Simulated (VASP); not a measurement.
# CdF2 (Fm-3m) in VASP: further runs

The runs below take CdF2 through single point, with LDA, PBEsol.

All numbers are computed with VASP 6.6.1; they aren't measurements. Logs are shortened: lines on timing, memory, paths and dates and some standing lists are left out, and cuts for length are marked.

## (1) The cell of the first run

Symmetry: Fm-3m, No. 225, cubic system. Conventional cell: a = 5.315 Å, b = 5.315 Å, c = 5.315 Å, α = 90.00°, β = 90.00°, γ = 90.00°. Cd (site symmetry m-3m) has 8 F at 2.30 Å within 3.0 Å. F (site symmetry -43m) has 4 Cd at 2.30 Å and 6 F at 2.66 Å within 3.0 Å.

## (2) Single point, LDA (12.51 Å³/atom)

INCAR reads:

```
SYSTEM = CdF2
ALGO = Normal
EDIFF = 1E-6
ENCUT = 520
GGA = CA
ISIF = 2
ISMEAR = -1
LASPH = .TRUE.
LCHARG = .FALSE.
LREAL = .FALSE.
LWAVE = .FALSE.
NBANDS = 20
NELM = 60
PREC = Accurate
SIGMA = 0.05
```

KPOINTS reads:

```
k-points
0
G
  9 9 9
  0 0 0
```

POSCAR reads:

```
CdF2
1.0
    0.0000000000      2.6575901313      2.6575901313
    2.6575901313      0.0000000000      2.6575901313
    2.6575901313      2.6575901313      0.0000000000
Cd F
1 2
Direct
    0.0000000000      0.0000000000      0.0000000000
    0.7500000000      0.7500000000      0.7500000000
    0.2500000000      0.2500000000      0.2500000000
```

Potentials or basis: VASP PAW LDA potentials, release 64 (Cd, F).

Run with:

```
$ cat potpaw_LDA.64/Cd/POTCAR potpaw_LDA.64/F/POTCAR > POTCAR
$ mpirun -np 1 vasp_std > vasp.out
```

OUTCAR:

```text
SYSTEM = CdF2
   EDIFF = 1E-6
   ENCUT = 520
   GGA = CA
   ISIF = 2
   ISMEAR = -1
   LASPH = .TRUE.
   LREAL = .FALSE.
   NELM = 60
   PREC = Accurate

 ion  position               nearest neighbor table
   1  0.000  0.000  0.000-   2 2.30   2 2.30   2 2.30   2 2.30   3 2.30   3 2.30   3 2.30   3 2.30

   2  0.750  0.750  0.750-   1 2.30   1 2.30   1 2.30   1 2.30
   3  0.250  0.250  0.250-   1 2.30   1 2.30   1 2.30   1 2.30

  LATTYP: Found a face centered cubic cell.
 ALAT       =     5.3151802626

  Lattice vectors:

 A1 = (   0.0000000000,   2.6575901313,   2.6575901313)
 A2 = (   2.6575901313,   0.0000000000,   2.6575901313)
 A3 = (   2.6575901313,   2.6575901313,   0.0000000000)

Analysis of symmetry for initial positions (statically):
=====================================================================
 Subroutine PRICEL returns:
 Original cell was already a primitive cell.

 Routine SETGRP: Setting up the symmetry group for a
 face centered cubic supercell.

 Subroutine GETGRP returns: Found 48 space group operations
 (whereof 48 operations were pure point group operations)
 out of a pool of 48 trial point group operations.

The static configuration has the point symmetry O_h .

Analysis of symmetry for dynamics (positions and initial velocities):
=====================================================================
 Subroutine PRICEL returns:
 Original cell was already a primitive cell.

 Routine SETGRP: Setting up the symmetry group for a
 face centered cubic supercell.

 Subroutine GETGRP returns: Found 48 space group operations
 (whereof 48 operations were pure point group operations)
 out of a pool of 48 trial point group operations.

The dynamic configuration has the point symmetry O_h .

 Subroutine INISYM returns: Found 48 space group operations
 (whereof 48 operations are pure point group operations),
 and found     1 'primitive' translations

----------------------------------------------------------------------------------------

                                     Primitive cell

  volume of cell :      37.5400

  direct lattice vectors                    reciprocal lattice vectors
     0.000000000  2.657590131  2.657590131    -0.188140374  0.188140374  0.188140374
     2.657590131  0.000000000  2.657590131     0.188140374 -0.188140374  0.188140374
     2.657590131  2.657590131  0.000000000     0.188140374  0.188140374 -0.188140374

  length of vectors
[... 82 lines left out ...]
   ENCUT  =  520.0 eV  38.22 Ry    6.18 a.u.   6.99  6.99  6.99*2*pi/ulx,y,z
   NELM   =     60;   NELMIN=  2; NELMDL= -5     # of ELM steps
   EDIFF  = 0.1E-05   stopping-criterion for ELM
   LREAL  =      F    real-space projection
   EDIFFG = 0.1E-04   stopping-criterion for IOM
   NSW    =      0    number of steps for IOM
   IBRION =     -1    ionic relax: 0-MD 1-quasi-New 2-CG
   NFREE  =      0    steps in history (QN), initial steepest desc. (CG)
   ISIF   =      2    stress and relaxation
   ISYM   =      2    0-nonsym 1-usesym 2-fastsym
   POTIM  = 0.5000    time-step for ionic-motion
   TEBEG  =    0.0;   TEEND  =   0.0 temperature during run
   PSTRESS=    0.0 pullay stress
   NELECT =      26.0000    total number of electrons
   NUPDOWN=      -1.0000    fix difference up-down
   EMIN   =  10.00;   EMAX   =-10.00  energy-range for DOS
   EFERMI =   0.00;   METHOD = LEGACY
   ISMEAR =    -1;   SIGMA  =   0.05  broadening in eV -4-tet -1-fermi 0-gaus
   EFERMI_NEDOS =   21; number of points for ismear=-14 and -15
   IALGO  =     38    algorithm
   IMIX   =      4    mixing-type and parameters
     AMIX     =   0.40;   BMIX     =  1.00
     AMIX_MAG =   1.60;   BMIX_MAG =  1.00
  volume/ion in A,a.u.               =      12.51        84.44
  Fermi-wavevector in a.u.,A,eV,Ry     =   1.448443  2.737160 28.544831  2.097986
  Thomas-Fermi vector in A             =   2.566283
   LORBIT       =      0    0 simple, 1 ext, 2 COOP (PROOUT), +10 PAW based schemes
   GGA     = CA    functional components
   LHFCALC =     F    Hartree Fock is set to
   AEXX    =    0.0000 exact exchange contribution
   IVDW    =     0    specifies the selected vdW correction
   LEPSILON=     F    determine dielectric tensor
   LRPA    =     F    only Hartree local field effects (RPA)
 non-spin polarized calculation
  energy-cutoff  :      520.00
  volume of cell :       37.54
 maximum number of plane-waves:      1022
   NGX = 13   NGY = 13   NGZ = 13

 number of electron      26.0000017 magnetization

 Free energy of the ion-electron system (eV)
  ---------------------------------------------------
  ext. energy  EPLUGINS =         0.00000000
  ---------------------------------------------------
  free energy    TOTEN  =       -12.73651774 eV

  energy without entropy =      -12.73651774  energy(sigma->0) =      -12.73651774

 E-fermi :  -0.1618     XC(G=0): -11.3494

 val. band max:       -1.3619237950   @ k =  -0.3333   0.4444   0.2222
 cond. band min:       1.6068811160   @ k =   0.0000   0.0000   0.0000
 fundamental gap:      2.9688049110
 Fermi energy:        -0.1618338127

 k-point     1 :       0.0000    0.0000    0.0000
  band No.  band energies     occupation
      1     -22.0259      2.00000
      2     -20.7159      2.00000
      3      -7.1304      2.00000
      4      -7.1304      2.00000
      5      -7.1304      2.00000
      6      -5.6594      2.00000
[... 541 lines left out ...]
     19      18.3567      0.00000
     20      19.8292      0.00000

 [... further k-points ...]

------------------------ aborting loop because EDIFF is reached ----------------------------------------

  FORCE on cell =-STRESS in cart. coord.  units (eV):
  Direction    XX          YY          ZZ          XY          YZ          ZX
  --------------------------------------------------------------------------------------
  -------------------------------------------------------------------------------------
  Total       -0.0075719     -0.0075719     -0.0075719      0.0000000      0.0000000      0.0000000
  in kB       -0.3231626     -0.3231626     -0.3231626      0.0000000      0.0000000      0.0000000
  external PRESSURE =      -0.3231626 kB  Pullay stress =       0.0000000 kB

 VOLUME and BASIS-vectors are now :
 -----------------------------------------------------------------------------
  energy-cutoff  :      520.00
  volume of cell :       37.54
      direct lattice vectors                 reciprocal lattice vectors
     0.000000000  2.657590131  2.657590131    -0.188140374  0.188140374  0.188140374
     2.657590131  0.000000000  2.657590131     0.188140374 -0.188140374  0.188140374
     2.657590131  2.657590131  0.000000000     0.188140374  0.188140374 -0.188140374

 POSITION                                       TOTAL-FORCE (eV/Angst)
 -----------------------------------------------------------------------------------
      0.00000      0.00000      0.00000         0.000000      0.000000     -0.000000
      3.98639      3.98639      3.98639        -0.000000      0.000000      0.000000
      1.32880      1.32880      1.32880         0.000000     -0.000000     -0.000000
 -----------------------------------------------------------------------------------
    total drift:                                0.000000      0.000000      0.000000

  FREE ENERGIE OF THE ION-ELECTRON SYSTEM (eV)
  ---------------------------------------------------
  free  energy   TOTEN  =       -12.7365177383 eV

  energy  without entropy=      -12.7365177383  energy(sigma->0) =      -12.73651774
```

Run time: 34 s. Hardware: 1 thread of Intel Xeon 8259CL, shared host; peak memory 0.15 GiB.

What came out:

```
Free energy            : -12.7365 eV
Pressure               : 0.0 GPa
Band gap on the k mesh : 2.97 eV (least direct gap 3.37 eV)
```

Caveat: an odd mesh through Γ misses points on the zone boundary, where band edges can lie.

## (3) Single point, PBEsol (12.51 Å³/atom)

INCAR reads:

```
  PREC = Accurate
  ENCUT = 520
  EDIFF = 1E-7
  ISMEAR = -1
  SIGMA = 0.05
  LREAL = False
  LASPH = True
  NELM = 100
  ALGO = Normal
  ISIF = 2
  LWAVE = False
  LCHARG = True
  GGA = PS
  LELF = True
  LVHAR = True
  NBANDS = 20
```

KPOINTS reads:

```
regular mesh
0
Gamma
  9 9 9
```

POSCAR is that of step 2.

Potentials or basis: VASP PAW PBE potentials, release 64 (Cd, F).

Run with:

```
$ cat potpaw_PBE.64/Cd/POTCAR potpaw_PBE.64/F/POTCAR > POTCAR
$ mpirun -np 1 vasp_std > vasp.out
```

Wall time 51 s (1 thread of Intel Xeon 8259CL, shared host); peak memory 0.17 GiB.

The run converged. Its results:

```yaml
Free_energy: -11.5607 eV
Pressure: 5.6 GPa
Band_gap_on_the_k_mesh: 3.07 eV (least direct gap 3.48 eV)
```

Levels at points of the mesh, in eV from the valence-band top:
| k point | band 10 | band 11 | band 12 | band 13 | band 14 | band 15 | band 16 | band 17 |
| --- | --- | --- | --- | --- | --- | --- | --- | --- |
| (0.00, 0.00, 0.00) | -1.07 | -0.41 | -0.41 | -0.41 | 3.07 | 12.71 | 12.71 | 12.71 |

Caveat: the cell stands under pressure; the PAW data sets were made with another functional, which shifts forces and pressure a little; an odd mesh through Γ misses points on the zone boundary, where band edges can lie.
